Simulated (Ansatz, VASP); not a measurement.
## One calculation of CoO, two programs

INCAR

```
ALGO = Normal
EDIFF = 1E-6
ENCUT = 520
GGA = PE
ISIF = 2
ISMEAR = 0
ISPIN = 2
LASPH = True
LCHARG = True
LDAU = True
LDAUJ = 0 0
LDAUL = 2 -1
LDAUPRINT = 1
LDAUTYPE = 2
LDAUU = 3.32 0
LELF = True
LMAXMIX = 4
LORBIT = 11
LREAL = False
LVHAR = True
LWAVE = False
MAGMOM = -2.68 2.68 0 0
NBANDS = 27
NELM = 150
PREC = Accurate
SIGMA = 0.02
```

Contents of KPOINTS:

```
k-points
0
Gamma
  12 12 6
```

File POSCAR:

```
CoO
1.0
    3.2948886021      0.0000000001      0.0000000000
   -1.6474443011      2.8534572320      0.0000000000
    0.0000000000      0.0000000000      5.3079108257
Co O
2 2
Direct
    0.0000000000      0.0000000000      0.0004961258
    0.3333333333      0.6666666667      0.5004961241
    0.0000000000      0.0000000000      0.3745043756
    0.3333333333      0.6666666667      0.8745043747
```

Input for Ansatz:

```yaml
crystal:
  lattice:
    - [3.2948886021, 1.0e-10, 0.0]
    - [-1.6474443011, 2.853457232, 0.0]
    - [0.0, 0.0, 5.3079108257]
  atoms:
    - { symbol: Co, position: [0.0, 0.0, 0.0004961258], spin: -2.68 }
    - { symbol: Co, position: [0.3333333333, 0.6666666667, 0.5004961241], spin: 2.68 }
    - { symbol: O, position: [0.0, 0.0, 0.3745043756] }
    - { symbol: O, position: [0.3333333333, 0.6666666667, 0.8745043747] }
basis:
  ecutwfc: 420
kpoints:
  mp_grid: { grid: [12, 12, 6] }
  band_path: { path: [VBM, CBM], npoints: 2 }
hamiltonian:
  xc: pbe
  hubbard: { sites: [{ species: Co, l: d, u_eff: 3.32 }] }
scf:
  occupations: { method: gaussian, width: 0.02 }
output:
  forces: true
  stress: true
  eigenvalues: true
  populations: true
magnetization:
  spin_polarized: true
checkpoint:
  read: start.run
  write: ck
  compress: false
  write_wavefunctions: false
  write_every: 100000
```

Alike in both runs: task single point; functional PBE; k mesh 12 × 12 × 6; occupations gaussian, width 0.02 eV; collinear spin; Hubbard terms Co d U = 3.32 eV.

|  | VASP | Ansatz |
| --- | --- | --- |
| version | VASP 6.6.1 | Ansatz 0.2.0 |
| potentials or method | VASP PAW PBE potentials, release 64 (Co, O), cutoff 520 eV | scalar-relativistic, plane waves, PAW |
| valence electrons in the cell | 30 | 46 |

```csv
,VASP,Ansatz,Ansatz less VASP
gap on the k mesh at the Fermi level (eV),1.20,1.12,-0.082
least direct gap on the mesh (eV),1.29,1.21,-0.083
pressure (GPa),-2.6,-1.0,+1.59
"traceless stress, the component that is largest in VASP (GPa)",-0.10,0.00,+0.107
rms of the force components (eV/Å),0.007,0.000,-0.0071
net moment per atom (μB),0.00,0.00,0.000
size of the moment on the site where the two differ most (μB),2.66,2.43,-0.228
```

Site moments also hang on the region over which each program counts them. The programs project onto different local orbitals, so the same U acts differently, and such runs can settle in different states. Atom by atom the forces differ by 0.007 eV/Å (rms over components). VASP's potentials hold 30 valence electrons a cell and Ansatz's 46, so a difference there can come from the potentials and not from the codes. Ansatz's warnings: stability check not made.
